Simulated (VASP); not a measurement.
# Pb (Fm-3m) in VASP: notebook

Runs on Pb. Level: PBEsol. Tasks: single point.

All numbers are computed with VASP 6.6.1; they aren't measurements. Logs are shortened: lines on timing, memory, paths and dates and some standing lists are left out, and cuts for length are marked.

## (1) The cell of the first run

It takes space group Fm-3m (No. 225, cubic). Conventional cell: a = 4.501 Å, b = 4.501 Å, c = 4.501 Å, α = 90.00°, β = 90.00°, γ = 90.00°. Within 4.2 Å of Pb (site symmetry m-3m) lie 12 Pb at 3.18 Å.

## (2) Single point, PBEsol, non-collinear spin, zero start, spin-orbit coupling

The input, INCAR:

```
ALGO     = Normal         # electronic algorithm
EDIFF    = 1E-6           # SCF threshold, eV
ENCUT    = 500            # plane-wave cutoff, eV
GGA      = PS             # functional
GGA_COMPAT= F            
ISIF     = 2              # what is computed and relaxed
ISMEAR   = 0              # smearing method
LASPH    = T              # aspherical terms in the spheres
LCHARG   = F              # write CHGCAR
LORBIT   = 11             # projections on sites
LORBMOM  = T            
LREAL    = F              # projectors in reciprocal space
LSORBIT  = T              # spin-orbit coupling
LWAVE    = F              # write WAVECAR
MAGMOM   = 0 0 0          # initial moments
NBANDS   = 25             # bands
NELM     = 200            # most SCF steps
PREC     = Accurate       # precision mode
SIGMA    = 0.1            # smearing width, eV
```

The input, KPOINTS:

```
k-points
0
Gamma
  16 16 16
```

The input, POSCAR:

```
Pb
1.0
    0.0000000000      2.2503956250      2.2503956250
    2.2503956250      0.0000000000      2.2503956250
    2.2503956250      2.2503956250      0.0000000000
Pb
1
Direct
    0.0000000000      0.0000000000      0.0000000000
```

Potentials or basis: VASP PAW PBE potentials, release 64 (Pb_d).

Launch:

```bash
> cat potpaw_PBE.64/Pb_d/POTCAR > POTCAR
> mpirun -np 1 vasp_ncl > vasp.out
```

OUTCAR:

```text
EDIFF = 1E-6
   ENCUT = 500
   GGA = PS
   ISIF = 2
   ISMEAR = 0
   LASPH = T
   LORBIT = 11
   LREAL = F
   LSORBIT = T
   NELM = 200
   PREC = Accurate

 ion  position               nearest neighbor table
   1  0.000  0.000  0.000-

  LATTYP: Found a face centered cubic cell.
 ALAT       =     4.5007912500

  Lattice vectors:

 A1 = (   0.0000000000,   2.2503956250,   2.2503956250)
 A2 = (   2.2503956250,   0.0000000000,   2.2503956250)
 A3 = (   2.2503956250,   2.2503956250,   0.0000000000)

Analysis of symmetry for initial positions (statically):
=====================================================================
 Subroutine PRICEL returns:
 Original cell was already a primitive cell.

 Routine SETGRP: Setting up the symmetry group for a
 face centered cubic supercell.

 Subroutine GETGRP returns: Found 48 space group operations
 (whereof 48 operations were pure point group operations)
 out of a pool of 48 trial point group operations.

The static configuration has the point symmetry O_h .

Analysis of symmetry for dynamics (positions and initial velocities):
=====================================================================
 Subroutine PRICEL returns:
 Original cell was already a primitive cell.

 Routine SETGRP: Setting up the symmetry group for a
 face centered cubic supercell.

 Subroutine GETGRP returns: Found 48 space group operations
 (whereof 48 operations were pure point group operations)
 out of a pool of 48 trial point group operations.

The dynamic configuration has the point symmetry O_h .

Analysis of structural, dynamic, and magnetic symmetry:
=====================================================================
 Subroutine PRICEL returns:
 Original cell was already a primitive cell.

 Routine SETGRP: Setting up the symmetry group for a
 face centered cubic supercell.

 Subroutine GETGRP returns: Found 48 space group operations
 (whereof 48 operations were pure point group operations)
 out of a pool of 48 trial point group operations.

The overall configuration has the point symmetry O_h .

 Subroutine INISYM returns: Found 48 space group operations
 (whereof 48 operations are pure point group operations),
 and found     1 'primitive' translations

----------------------------------------------------------------------------------------

                                     Primitive cell

  volume of cell :      22.7933

  direct lattice vectors                    reciprocal lattice vectors
     0.000000000  2.250395625  2.250395625    -0.222183155  0.222183155  0.222183155
     2.250395625  0.000000000  2.250395625     0.222183155 -0.222183155  0.222183155
     2.250395625  2.250395625  0.000000000     0.222183155  0.222183155 -0.222183155

  length of vectors
     3.182540014  3.182540014  3.182540014     0.384832513  0.384832513  0.384832513

  position of ions in fractional coordinates (direct lattice)
     0.000000000  0.000000000  0.000000000

  ion indices of the primitive-cell ions
   primitive index   ion index
                 1           1

----------------------------------------------------------------------------------------

 KPOINTS: k-points

Automatic generation of k-mesh.
 Grid dimensions read from file:
 generate k-points for:   16   16   16

 Generating k-lattice:

  Cartesian coordinates                     Fractional coordinates (reciprocal lattice)
    -0.013886447  0.013886447  0.013886447     0.062500000  0.000000000  0.000000000
     0.013886447 -0.013886447  0.013886447     0.000000000  0.062500000  0.000000000
     0.013886447  0.013886447 -0.013886447     0.000000000  0.000000000  0.062500000

  Length of vectors
[... 48 lines left out ...]
   ICHARG =      2    charge: 1-file 2-atom 10-const
   ISPIN  =      1    spin polarized calculation?
   LNONCOLLINEAR =      T non collinear calculations
   LSORBIT =      T    spin-orbit coupling
   LASPH  =      T    aspherical Exc in radial PAW
   ENCUT  =  500.0 eV  36.75 Ry    6.06 a.u.   5.80  5.80  5.80*2*pi/ulx,y,z
   NELM   =    200;   NELMIN=  2; NELMDL= -5     # of ELM steps
   EDIFF  = 0.1E-05   stopping-criterion for ELM
   LREAL  =      F    real-space projection
   EDIFFG = 0.1E-04   stopping-criterion for IOM
   NSW    =      0    number of steps for IOM
   IBRION =     -1    ionic relax: 0-MD 1-quasi-New 2-CG
   NFREE  =      0    steps in history (QN), initial steepest desc. (CG)
   ISIF   =      2    stress and relaxation
   ISYM   =      2    0-nonsym 1-usesym 2-fastsym
   POTIM  = 0.5000    time-step for ionic-motion
   TEBEG  =    0.0;   TEEND  =   0.0 temperature during run
   PSTRESS=    0.0 pullay stress
   NELECT =      14.0000    total number of electrons
   NUPDOWN=      -1.0000    fix difference up-down
   EMIN   =  10.00;   EMAX   =-10.00  energy-range for DOS
   EFERMI =   0.00;   METHOD = LEGACY
   ISMEAR =     0;   SIGMA  =   0.10  broadening in eV -4-tet -1-fermi 0-gaus
   EFERMI_NEDOS =   21; number of points for ismear=-14 and -15
   IALGO  =     38    algorithm
   IMIX   =      4    mixing-type and parameters
     AMIX     =   0.40;   BMIX     =  1.00
     AMIX_MAG =   1.60;   BMIX_MAG =  1.00
  volume/ion in A,a.u.               =      22.79       153.82
  Fermi-wavevector in a.u.,A,eV,Ry     =   1.391603  2.629748 26.348477  1.936558
  Thomas-Fermi vector in A             =   2.515426
   LORBIT       =     11    0 simple, 1 ext, 2 COOP (PROOUT), +10 PAW based schemes
   GGA     = PS    functional components
   LHFCALC =     F    Hartree Fock is set to
   AEXX    =    0.0000 exact exchange contribution
   IVDW    =     0    specifies the selected vdW correction
   LEPSILON=     F    determine dielectric tensor
   LRPA    =     F    only Hartree local field effects (RPA)
 Gauss-broadening in eV      SIGMA  =   0.10
  energy-cutoff  :      500.00
  volume of cell :       22.79
 maximum number of plane-waves:      1208
   NGX = 11   NGY = 11   NGZ = 11

 number of electron      14.0000000 magnetization       0.0000000      0.0000000      0.0000000

 number of electron      14.0000002 magnetization       0.0000000     -0.0000000     -0.0000000

 number of electron      14.0000002 magnetization      -0.0000000      0.0000000      0.0000000

 Free energy of the ion-electron system (eV)
  ---------------------------------------------------
  ext. energy  EPLUGINS =         0.00000000
  ---------------------------------------------------
  free energy    TOTEN  =        -4.10731833 eV

  energy without entropy =       -4.10495728  energy(sigma->0) =       -4.10613780

 E-fermi :  10.8621     XC(G=0): -11.7808

 val. band max:       10.7666336422   @ k =  -0.3125   0.2500   0.0000
 cond. band min:      10.8927873716   @ k =   0.3750   0.2500   0.0000
 fundamental gap:      0.1261537295
 Fermi energy:        10.8620569056

 k-point     1 :       0.0000    0.0000    0.0000
  band No.  band energies     occupation
      1      -7.9357      1.00000
      2      -7.9357      1.00000
      3      -7.9357      1.00000
      4      -7.9357      1.00000
      5      -5.5594      1.00000
      6      -5.5594      1.00000
[... 661 lines left out ...]
     24      25.7122      0.00000
     25      26.2261      0.00000

 [... further k-points ...]

------------------------ aborting loop because EDIFF is reached ----------------------------------------

  FORCE on cell =-STRESS in cart. coord.  units (eV):
  Direction    XX          YY          ZZ          XY          YZ          ZX
  --------------------------------------------------------------------------------------
  -------------------------------------------------------------------------------------
  Total        3.5298678      3.5298678      3.5298678     -0.0000000     -0.0000000      0.0000000
  in kB      248.1203600    248.1203600    248.1203600     -0.0000000     -0.0000000      0.0000000
  external PRESSURE =     248.1203600 kB  Pullay stress =       0.0000000 kB

 VOLUME and BASIS-vectors are now :
 -----------------------------------------------------------------------------
  energy-cutoff  :      500.00
  volume of cell :       22.79
      direct lattice vectors                 reciprocal lattice vectors
     0.000000000  2.250395625  2.250395625    -0.222183155  0.222183155  0.222183155
     2.250395625  0.000000000  2.250395625     0.222183155 -0.222183155  0.222183155
     2.250395625  2.250395625  0.000000000     0.222183155  0.222183155 -0.222183155

 POSITION                                       TOTAL-FORCE (eV/Angst)
 -----------------------------------------------------------------------------------
      0.00000      0.00000      0.00000         0.000000      0.000000      0.000000
 -----------------------------------------------------------------------------------
    total drift:                               -0.000000      0.000000      0.000000

  FREE ENERGIE OF THE ION-ELECTRON SYSTEM (eV)
  ---------------------------------------------------
  free  energy   TOTEN  =        -4.1073183261 eV

  energy  without entropy=       -4.1049572815  energy(sigma->0) =       -4.10613780

 orbital moment (x)

 # of ion     p       d       tot
 ----------------------------------------
  1        -0.000   0.000   0.000
 ----------------------------------------
           -0.000   0.000   0.000

 orbital moment (y)

 # of ion     p       d       tot
 ----------------------------------------
  1         0.000   0.000   0.000
 ----------------------------------------
            0.000   0.000   0.000

 orbital moment (z)

 # of ion     p       d       tot
 ----------------------------------------
  1         0.000   0.000   0.000
 ----------------------------------------
            0.000   0.000   0.000

 Spin-Orbit-Coupling matrix elements

 Ion:    1  E_soc:     -1.1496012
 l=   1
     0.0000000    -0.1232894    -0.1232894
    -0.1232894     0.0000000    -0.1232894
    -0.1232894    -0.1232894     0.0000000
 l=   2
     0.0000000    -0.0138337     0.0000000    -0.0138337    -0.0544772
    -0.0138337     0.0000000    -0.0408579    -0.0138337    -0.0136193
     0.0000000    -0.0408579     0.0000000    -0.0408579     0.0000000
    -0.0138337    -0.0138337    -0.0408579     0.0000000    -0.0136193
    -0.0544772    -0.0136193     0.0000000    -0.0136193     0.0000000
 l=   3
     0.0000000     0.0000000     0.0000000     0.0000000     0.0000000     0.0000000     0.0000000
     0.0000000     0.0000000     0.0000000     0.0000000     0.0000000     0.0000000     0.0000000
     0.0000000     0.0000000     0.0000000     0.0000000     0.0000000     0.0000000     0.0000000
     0.0000000     0.0000000     0.0000000     0.0000000     0.0000000     0.0000000     0.0000000
     0.0000000     0.0000000     0.0000000     0.0000000     0.0000000     0.0000000     0.0000000
     0.0000000     0.0000000     0.0000000     0.0000000     0.0000000     0.0000000     0.0000000
     0.0000000     0.0000000     0.0000000     0.0000000     0.0000000     0.0000000     0.0000000

 total charge

# of ion       s       p       d       tot
------------------------------------------
    1        1.394   0.925   9.835  12.154

 magnetization (x)

# of ion       s       p       d       tot
------------------------------------------
    1        0.000   0.000   0.000   0.000

 magnetization (y)

# of ion       s       p       d       tot
------------------------------------------
    1       -0.000   0.000   0.000  -0.000

 magnetization (z)

# of ion       s       p       d       tot
------------------------------------------
    1        0.000   0.000   0.000   0.000
```

Wall time 1.7 min (1 thread of Oxide Virtual Turin-like, shared host); peak memory 0.23 GiB.

What came out:

```yaml
Free_energy: -4.1073 eV
Pressure: 24.8 GPa
Net_moment: 0.00 μB per cell
Valence_electrons_inside_the_program's_atomic_spheres: Pb 12.15
```

Moments on the atoms (μB; x, y, z):
```
Pb  0.00 0.00 0.00
```

Caveat: the cell stands under pressure; the PAW data sets were made with another functional, which shifts forces and pressure a little.

## (3) Single point, PBEsol, non-collinear spin, zero start, spin-orbit coupling

The input, INCAR:

```
SYSTEM = Pb
PREC = Accurate
ENCUT = 500
EDIFF = 1E-6
ISMEAR = 0
SIGMA = 0.1
LREAL = .False.
LASPH = .True.
NELM = 200
ALGO = Normal
ISIF = 2
LWAVE = .False.
LCHARG = .False.
MAGMOM = 0 0 0
LORBIT = 11
LSORBIT = .True.
GGA_COMPAT = .False.
LORBMOM = .True.
GGA = PS
NBANDS = 25
```

The input, KPOINTS:

```
Automatic mesh
0
Gamma
  16 16 16
  0 0 0
```

POSCAR is that of step 2.

Potentials or basis: VASP PAW PBE potentials, release 64 (Pb_d).

Launch:

```bash
> cat potpaw_PBE.64/Pb_d/POTCAR > POTCAR
> mpirun -np 1 vasp_ncl > vasp.out
```

Run time: 2.3 min. Hardware: 1 thread of Oxide Virtual Turin-like, shared host; peak memory 0.24 GiB.

It converged, with:

```
Free energy                                           : -4.1073 eV
Pressure                                              : 24.8 GPa
Net moment                                            : 0.00 μB per cell
Valence electrons inside the program's atomic spheres : Pb 12.15
```

Moments on the atoms (μB; x, y, z):
```
Pb  0.00 0.00 0.00
```

Caveat: the cell stands under pressure; the PAW data sets were made with another functional, which shifts forces and pressure a little.

## (4) Single point, PBEsol, non-collinear spin, zero start, spin-orbit coupling

This run uses another cell than the first one, of 23.83 Å³/atom.

The input, INCAR:

```
PREC     = Accurate       # precision mode
ENCUT    = 500            # plane-wave cutoff, eV
EDIFF    = 1E-6           # SCF threshold, eV
ISMEAR   = 0              # smearing method
SIGMA    = 0.1            # smearing width, eV
LREAL    = False          # projectors in reciprocal space
LASPH    = True           # aspherical terms in the spheres
NELM     = 200            # most SCF steps
ALGO     = Normal         # electronic algorithm
ISIF     = 2              # what is computed and relaxed
LWAVE    = False          # write WAVECAR
LCHARG   = True           # write CHGCAR
LNONCOLLINEAR= True           # non-collinear magnetism
MAGMOM   = 0 0 0          # initial moments
LORBIT   = 11             # projections on sites
LSORBIT  = True           # spin-orbit coupling
GGA_COMPAT= False        
LORBMOM  = True         
GGA      = PS             # functional
LVHAR    = True         
NBANDS   = 25             # bands
```

The input, KPOINTS:

```
regular mesh
0
Gamma
  16 16 16
```

The input, POSCAR:

```
Pb
1.0
    0.0000000000      2.2840051539      2.2840051539
    2.2840051539      0.0000000000      2.2840051539
    2.2840051539      2.2840051539      0.0000000000
Pb
1
Direct
    0.0000000000      0.0000000000      0.0000000000
```

Launch:

```bash
> cat potpaw_PBE.64/Pb_d/POTCAR > POTCAR
> mpirun -np 1 vasp_ncl > vasp.out
```

It took 97 s on 1 thread of Oxide Virtual Turin-like, shared host; peak memory 0.23 GiB.

It converged, with:

```yaml
Free_energy: -4.2501 eV
Pressure: 18.6 GPa
Net_moment: 0.00 μB per cell
Valence_electrons_inside_the_program's_atomic_spheres: Pb 12.11
```

Moments on the atoms (μB; x, y, z):
```
Pb  0.00 0.00 0.00
```

Caveat: the cell stands under pressure; the PAW data sets were made with another functional, which shifts forces and pressure a little.
